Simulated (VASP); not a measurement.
# NaI (Immm) in VASP: a series of runs

Runs on NaI. Level: PBE. Tasks: single point.

Everything below comes from runs of VASP 6.6.1. Logs are shortened: lines on timing, memory, paths and dates and some standing lists are left out, and cuts for length are marked.

**1. The cell of the first run**

It takes space group Immm (No. 71, orthorhombic). The conventional cell has a = 4.560 Å, b = 4.594 Å, c = 6.473 Å, α = 90.00°, β = 90.00°, γ = 90.00°. Na (site symmetry mmm) has 6 I at 3.24 Å within 4.3 Å. Within 4.3 Å of I (site symmetry mmm) lie 6 Na at 3.24 Å.

**2. Single point, PBE (strain +0.0075 x Voigt [0, 0, 0, 0, 1, 0])**

INCAR reads:

```
PREC = Accurate
ENCUT = 520
EDIFF = 1E-7
ISMEAR = 0
SIGMA = 0.05
LREAL = F
LASPH = T
NELM = 100
ALGO = Normal
ISIF = 2
LWAVE = F
LCHARG = F
GGA = PE
NBANDS = 14
```

KPOINTS reads:

```
Automatic mesh
0
Gamma
  6 6 6
```

POSCAR reads:

```
NaI
1.0
    0.0121365000      3.2364000000      3.2364000000
    3.2485365000      0.0000000000      3.2485365000
    3.2364000000      3.2364000000      0.0121365000
Na I
1 1
Direct
    0.0000000000      0.0000000000      0.0000000000
    0.5000000000      0.5000000000      0.5000000000
```

Potentials or basis: VASP PAW PBE potentials, release 64 (Na_pv, I).

Launch:

```
cat potpaw_PBE.64/Na_pv/POTCAR potpaw_PBE.64/I/POTCAR > POTCAR
mpirun -np 1 vasp_std > vasp.out
```

OUTCAR:

```text
PREC = Accurate
   ENCUT = 520
   EDIFF = 1E-7
   ISMEAR = 0
   LREAL = F
   LASPH = T
   NELM = 100
   ISIF = 2
   GGA = PE

 ion  position               nearest neighbor table
   1  0.000  0.000  0.000-
   2  0.500  0.500  0.500-

  LATTYP: Found a body centered orthorhombic cell.
 ALAT       =     4.5597971704
 B/A-ratio  =     1.0075282309
 C/A-ratio  =     1.4195368255

  Lattice vectors:

 A1 = (   0.0121365000,  -3.2364000000,   3.2364000000)
 A2 = (  -0.0121365000,  -3.2364000000,  -3.2364000000)
 A3 = (   3.2364000000,   3.2364000000,   0.0121365000)

Analysis of symmetry for initial positions (statically):
=====================================================================
 Subroutine PRICEL returns:
 Original cell was already a primitive cell.

 Routine SETGRP: Setting up the symmetry group for a
 body centered orthorhombic supercell.

 Subroutine GETGRP returns: Found  8 space group operations
 (whereof  8 operations were pure point group operations)
 out of a pool of  8 trial point group operations.

The static configuration has the point symmetry D_2h.

Analysis of symmetry for dynamics (positions and initial velocities):
=====================================================================
 Subroutine PRICEL returns:
 Original cell was already a primitive cell.

 Routine SETGRP: Setting up the symmetry group for a
 body centered orthorhombic supercell.

 Subroutine GETGRP returns: Found  8 space group operations
 (whereof  8 operations were pure point group operations)
 out of a pool of  8 trial point group operations.

The dynamic configuration has the point symmetry D_2h.

 Subroutine INISYM returns: Found  8 space group operations
 (whereof  8 operations are pure point group operations),
 and found     1 'primitive' translations

----------------------------------------------------------------------------------------

                                     Primitive cell

  volume of cell :      67.7970

  direct lattice vectors                    reciprocal lattice vectors
     0.012136500  3.236400000  3.236400000    -0.155074174  0.154492646  0.155074174
     3.248536500  0.000000000  3.248536500     0.153915463 -0.154492646  0.153915463
     3.236400000  3.236400000  0.012136500     0.155074174  0.154492646 -0.155074174

  length of vectors
     4.576976864  4.594124376  4.576976864     0.268261024  0.266923055  0.268261024

  position of ions in fractional coordinates (direct lattice)
     0.000000000  0.000000000  0.000000000
     0.500000000  0.500000000  0.500000000

  ion indices of the primitive-cell ions
   primitive index   ion index
                 1           1
                 2           2

----------------------------------------------------------------------------------------

 KPOINTS: Automatic mesh

Automatic generation of k-mesh.
 Grid dimensions read from file:
 generate k-points for:    6    6    6

 Generating k-lattice:

  Cartesian coordinates                     Fractional coordinates (reciprocal lattice)
    -0.025845696  0.025748774  0.025845696     0.166666667  0.000000000  0.000000000
     0.025652577 -0.025748774  0.025652577    -0.000000000  0.166666667 -0.000000000
     0.025845696  0.025748774 -0.025845696     0.000000000  0.000000000  0.166666667

  Length of vectors
     0.044710171  0.044487176  0.044710171

  Shift w.r.t. Gamma in fractional coordinates (k-lattice)
     0.000000000  0.000000000  0.000000000

 Subroutine IBZKPT returns following result:
 ===========================================

 Found     46 irreducible k-points:

 Following reciprocal coordinates:
            Coordinates               Weight
  0.000000  0.000000  0.000000      1.000000
  0.166667  0.000000  0.000000      4.000000
  0.333333  0.000000  0.000000      4.000000
  0.500000  0.000000 -0.000000      2.000000
 -0.000000  0.166667 -0.000000      4.000000
  0.166667  0.166667  0.000000      4.000000
[... 16 lines left out ...]
  0.500000  0.000000  0.166667      4.000000
 -0.333333  0.000000  0.166667      4.000000
 [... further k-points ...]
   k-points           NKPTS =     46   k-points in BZ     NKDIM =     46   number of bands    NBANDS=     14
   number of dos      NEDOS =    301   number of ions     NIONS =      2
   total plane-waves  NPLWV =  46656
   dimension x,y,z NGX =    36 NGY =   36 NGZ =   36
   dimension x,y,z NGXF=    72 NGYF=   72 NGZF=   72
   ions per type =               1   1
   NGX,Y,Z   is equivalent  to a cutoff of  13.08, 13.03, 13.08 a.u.
   NGXF,Y,Z  is equivalent  to a cutoff of  26.15, 26.05, 26.15 a.u.
 SYSTEM =  unknown system
   PREC   = accura    normal or accurate (medium, high low for compatibility)
   ISTART =      0    job   : 0-new  1-cont  2-samecut
   ICHARG =      2    charge: 1-file 2-atom 10-const
   ISPIN  =      1    spin polarized calculation?
   LNONCOLLINEAR =      F non collinear calculations
   LSORBIT =      F    spin-orbit coupling
   LASPH  =      T    aspherical Exc in radial PAW
   ENCUT  =  520.0 eV  38.22 Ry    6.18 a.u.   8.51  8.54  8.51*2*pi/ulx,y,z
   NELM   =    100;   NELMIN=  2; NELMDL= -5     # of ELM steps
   EDIFF  = 0.1E-06   stopping-criterion for ELM
   LREAL  =      F    real-space projection
   EDIFFG = 0.1E-05   stopping-criterion for IOM
   NSW    =      0    number of steps for IOM
   IBRION =     -1    ionic relax: 0-MD 1-quasi-New 2-CG
   NFREE  =      0    steps in history (QN), initial steepest desc. (CG)
   ISIF   =      2    stress and relaxation
   ISYM   =      2    0-nonsym 1-usesym 2-fastsym
   POTIM  = 0.5000    time-step for ionic-motion
   TEBEG  =    0.0;   TEEND  =   0.0 temperature during run
   PSTRESS=    0.0 pullay stress
   NELECT =      14.0000    total number of electrons
   NUPDOWN=      -1.0000    fix difference up-down
   EMIN   =  10.00;   EMAX   =-10.00  energy-range for DOS
   EFERMI =   0.00;   METHOD = LEGACY
   ISMEAR =     0;   SIGMA  =   0.05  broadening in eV -4-tet -1-fermi 0-gaus
   EFERMI_NEDOS =   21; number of points for ismear=-14 and -15
   IALGO  =     38    algorithm
   IMIX   =      4    mixing-type and parameters
     AMIX     =   0.40;   BMIX     =  1.00
     AMIX_MAG =   1.60;   BMIX_MAG =  1.00
  volume/ion in A,a.u.               =      33.90       228.76
  Fermi-wavevector in a.u.,A,eV,Ry     =   0.967640  1.828575 12.739517  0.936328
  Thomas-Fermi vector in A             =   2.097543
   LORBIT       =      0    0 simple, 1 ext, 2 COOP (PROOUT), +10 PAW based schemes
   GGA     = PE    functional components
   LHFCALC =     F    Hartree Fock is set to
   AEXX    =    0.0000 exact exchange contribution
   IVDW    =     0    specifies the selected vdW correction
   LEPSILON=     F    determine dielectric tensor
   LRPA    =     F    only Hartree local field effects (RPA)
 non-spin polarized calculation
 Gauss-broadening in eV      SIGMA  =   0.05
  energy-cutoff  :      520.00
  volume of cell :       67.80
 maximum number of plane-waves:      1848
 NGX is ok and might be reduce to    36
   NGX = 17   NGY = 17   NGZ = 17

 number of electron      13.9999993 magnetization

 Free energy of the ion-electron system (eV)
  ---------------------------------------------------
  ext. energy  EPLUGINS =         0.00000000
  ---------------------------------------------------
  free energy    TOTEN  =        -5.38483996 eV

  energy without entropy =       -5.38483996  energy(sigma->0) =       -5.38483996

 E-fermi :   1.1284     XC(G=0):  -7.7046

 val. band max:        0.8234041312   @ k =   0.0000   0.0000   0.0000
 cond. band min:       4.4473707213   @ k =   0.0000   0.0000   0.0000
 fundamental gap:      3.6239665901
 Fermi energy:         1.1284005996

 k-point     1 :       0.0000    0.0000    0.0000
  band No.  band energies     occupation
      1     -21.6327      2.00000
      2     -21.6324      2.00000
      3     -21.6320      2.00000
      4     -10.2105      2.00000
      5       0.7908      2.00000
      6       0.8069      2.00000
      7       0.8234      2.00000
      8       4.4474      0.00000
      9       8.6943      0.00000
     10       8.7367      0.00000
     11       8.7790      0.00000
     12      10.5547      0.00000
     13      10.5551      0.00000
     14      11.2424      0.00000

 k-point     2 :       0.1667    0.0000    0.0000
  band No.  band energies     occupation
      1     -21.6340      2.00000
      2     -21.6326      2.00000
      3     -21.6321      2.00000
      4     -10.1359      2.00000
      5       0.0820      2.00000
      6       0.7158      2.00000
      7       0.7351      2.00000
      8       5.2584      0.00000
      9       8.2692      0.00000
     10       8.8893      0.00000
     11       8.9399      0.00000
     12      10.0243      0.00000
     13      10.0505      0.00000
     14      11.6096      0.00000

 k-point     3 :       0.3333    0.0000    0.0000
  band No.  band energies     occupation
      1     -21.6366      2.00000
      2     -21.6327      2.00000
      3     -21.6322      2.00000
      4      -9.9776      2.00000
      5      -0.9501      2.00000
      6       0.5758      2.00000
      7       0.5909      2.00000
      8       5.9025      0.00000
      9       8.4734      0.00000
     10       8.5105      0.00000
     11       8.8153      0.00000
     12      10.9369      0.00000
     13      11.0543      0.00000
     14      11.1152      0.00000
[... 324 lines left out ...]
 k-point    23 :       0.5000    0.0000    0.1667
  band No.  band energies     occupation
      1     -21.6372      2.00000
      2     -21.6336      2.00000
      3     -21.6327      2.00000
      4      -9.8758      2.00000
      5      -1.1686      2.00000
      6       0.1393      2.00000
      7       0.3805      2.00000
      8       6.4456      0.00000
      9       7.5038      0.00000
     10       8.8011      0.00000
     11       9.1190      0.00000
     12      11.4688      0.00000
     13      12.5913      0.00000
     14      13.0338      0.00000

 k-point    24 :      -0.3333    0.0000    0.1667
  band No.  band energies     occupation
      1     -21.6369      2.00000
      2     -21.6337      2.00000
      3     -21.6323      2.00000
      4      -9.9011      2.00000
      5      -1.0519      2.00000
      6       0.0676      2.00000
      7       0.5049      2.00000
      8       6.6308      0.00000
      9       7.6352      0.00000
     10       8.6626      0.00000
     11       8.8133      0.00000
     12      10.8392      0.00000
     13      12.2399      0.00000
     14      12.8494      0.00000

 [... further k-points ...]

------------------------ aborting loop because EDIFF is reached ----------------------------------------

  FORCE on cell =-STRESS in cart. coord.  units (eV):
  Direction    XX          YY          ZZ          XY          YZ          ZX
  --------------------------------------------------------------------------------------
  -------------------------------------------------------------------------------------
  Total        0.1822246      0.1818265      0.1822246      0.0000000      0.0000000     -0.0227822
  in kB        4.3063277      4.2969192      4.3063277      0.0000000      0.0000000     -0.5383894
  external PRESSURE =       4.3031915 kB  Pullay stress =       0.0000000 kB

 VOLUME and BASIS-vectors are now :
 -----------------------------------------------------------------------------
  energy-cutoff  :      520.00
  volume of cell :       67.80
      direct lattice vectors                 reciprocal lattice vectors
     0.012136500  3.236400000  3.236400000    -0.155074174  0.154492646  0.155074174
     3.248536500  0.000000000  3.248536500     0.153915463 -0.154492646  0.153915463
     3.236400000  3.236400000  0.012136500     0.155074174  0.154492646 -0.155074174

 POSITION                                       TOTAL-FORCE (eV/Angst)
 -----------------------------------------------------------------------------------
      0.00000      0.00000      0.00000         0.000000      0.000000      0.000000
      3.24854      3.23640      3.24854         0.000000     -0.000000     -0.000000
 -----------------------------------------------------------------------------------
    total drift:                                0.000000      0.000000      0.000000

  FREE ENERGIE OF THE ION-ELECTRON SYSTEM (eV)
  ---------------------------------------------------
  free  energy   TOTEN  =        -5.3848399593 eV

  energy  without entropy=       -5.3848399593  energy(sigma->0) =       -5.38483996
```

It took 28 s on 1 thread of Intel Xeon Platinum 8488C (Sapphire Rapids), shared host; peak memory 0.22 GiB.

What came out:

| Item | Value |
| --- | --- |
| Free energy | -5.3848 eV |
| Pressure | 0.4 GPa |
| Band gap on the k mesh | 3.62 eV |

Stress tensor (GPa, compression positive):
```
 0.43  0.00 -0.05
 0.00  0.43  0.00
-0.05  0.00  0.43
```

Caveat: the cell differs from its parent crystal (strain +0.0075 x Voigt [0, 0, 0, 0, 1, 0]); spin-orbit coupling is left out, which moves the levels of the heavy elements.

**3. Single point, PBE (strain +0.0025 x Voigt [0, 0, 0, 0, 1, 0])**

INCAR reads:

```
SYSTEM = NaI
PREC = Accurate
ENCUT = 520
EDIFF = 1E-7
ISMEAR = 0
SIGMA = 0.05
LREAL = .False.
LASPH = .True.
NELM = 60
ALGO = Normal
ISIF = 2
LWAVE = .False.
LCHARG = .False.
GGA = PE
NBANDS = 14
```

KPOINTS reads:

```
Automatic mesh
0
Gamma
  6 6 6
  0 0 0
```

POSCAR reads:

```
NaI
1.0
    0.0040455000      3.2364000000      3.2364000000
    3.2404455000      0.0000000000      3.2404455000
    3.2364000000      3.2364000000      0.0040455000
Na I
1 1
Direct
    0.0000000000      0.0000000000      0.0000000000
    0.5000000000      0.5000000000      0.5000000000
```

Potentials or basis: VASP PAW PBE potentials, release 64 (Na_pv, I).

Launch:

```
cat potpaw_PBE.64/Na_pv/POTCAR potpaw_PBE.64/I/POTCAR > POTCAR
mpirun -np 1 vasp_std > vasp.out
```

Wall time 29 s (1 thread of Intel Xeon Platinum 8488C (Sapphire Rapids), shared host); peak memory 0.22 GiB.

It converged, with:

```
Free energy            : -5.3849 eV
Pressure               : 0.4 GPa
Band gap on the k mesh : 3.64 eV
```

Levels at points of the mesh, in eV from the valence-band top:
```tsv
k point	band 4	band 5	band 6	band 7	band 8	band 9	band 10	band 11
(0.00, 0.00, 0.00)	-11.02	-0.01	-0.01	0.00	3.64	7.91	7.92	7.94
(0.50, 0.00, 0.00)	-10.71	-2.18	-0.29	-0.29	5.08	7.43	7.44	8.73
(0.00, 0.50, 0.00)	-10.71	-2.19	-0.29	-0.28	5.09	7.44	7.45	8.72
(0.50, 0.50, 0.00)	-10.63	-1.91	-0.75	-0.75	4.49	5.55	9.87	11.30
(0.50, 0.00, 0.50)	-10.63	-1.91	-0.76	-0.74	4.49	5.55	9.87	11.29
```

Caveat: the cell differs from its parent crystal (strain +0.0025 x Voigt [0, 0, 0, 0, 1, 0]); spin-orbit coupling is left out, which moves the levels of the heavy elements.
